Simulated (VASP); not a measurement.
TiPt3, 4 atoms in the cell. Symmetry: Pm-3m, No. 221, cubic system. Conventional cell: a = 3.925 Å, b = 3.925 Å, c = 3.925 Å, α = 90.00°, β = 90.00°, γ = 90.00°. Within 3.7 Å of Ti (site symmetry m-3m) lie 12 Pt at 2.78 Å. Within 3.7 Å of Pt (site symmetry 4/mmm) lie 4 Ti at 2.78 Å and 8 Pt at 2.78 Å. 

```yaml
Program: VASP 6.6.1
Task: relaxation of cell and atoms
Functional: PBE
Potentials_or_basis: VASP PAW PBE potentials, release 64 (Ti_sv, Pt)
Cutoff: 500 eV
k_mesh: 4 × 4 × 4
Occupations: gaussian, width 0.1 eV
Spin: no spin polarisation
Dipole_correction: no
Further_INCAR_settings: ALGO = Normal; EDIFF = 1e-07; IBRION = 2; EDIFFG = -0.04; NSW = 90; ISIF = 3
```

Potentials or basis: VASP PAW PBE potentials, release 64 (Ti_sv, Pt).

The run is started by

```sh
$ cat potpaw_PBE.64/Ti_sv/POTCAR potpaw_PBE.64/Pt/POTCAR > POTCAR
$ mpirun -np 1 vasp_std > vasp.out
```

Hardware: 1 thread of Intel(R) Xeon(R) Platinum 8488C (Sapphire Rapids), on a shared host.

Estimate the wall time of this run.

Wall time 54 s on 1 thread of Intel(R) Xeon(R) Platinum 8488C (Sapphire Rapids), on a shared host, peak memory 0.17 GiB. Counts: scf iterations 43, k points 10, ion steps 3.
